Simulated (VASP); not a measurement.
Runs of VASP 6.6.1 on Bi2Se3. The structure is that of space group I4mm (No. 107), or close to it. The cells are those of the table. 

```csv
task,cell,k mesh,cutoff (eV),smearing,gap on the mesh (eV),pressure (GPa),largest force (eV/Å)
single point,"a = 7.233 Å, angles 138.9, 138.9, 59.5°, 5 atoms",10 × 10 × 10,520,gaussian 0.01 eV,none,0.0,-
relaxation of cell and atoms,"relaxed from a = 6.015 Å, angles 123.4, 123.4, 84.2°, 5 atoms",4 × 4 × 4,600,gaussian 0.1 eV,none,0.1,0.03
single point,"a = 6.955 Å, angles 135.6, 135.6, 64.6°, 5 atoms",4 × 4 × 4,520,gaussian 0.1 eV,none,0.0,(b)
single point,"a = 6.015 Å, angles 123.4, 123.4, 84.2°, 5 atoms",4 × 4 × 4,520,gaussian 0.1 eV,none,39.9,16.19
single point,"a = 7.248 Å, angles 139.0, 139.0, 59.4°, 5 atoms",6 × 6 × 6,520,gaussian 0.1 eV,0.07,-0.1,(a)
```

Alike in all rows: level PBE; potentials or basis VASP PAW PBE potentials, release 64 (Bi_d, Se); no spin polarisation.

**Question.** Estimate the missing entries.

**Answer.** (a) 0.02; (b) 0.01.

Caveats: some runs use coarse meshes; spin-orbit coupling is left out, which moves the levels of the heavy elements; forces of over 1 eV/Å act on the atoms, so gaps and moduli don't describe the material at rest (some runs).

A k mesh can miss the band edges, and the runs leave out spin-orbit coupling on Bi, Se.

A gap of «none» marks levels without a gap at the run's occupations.
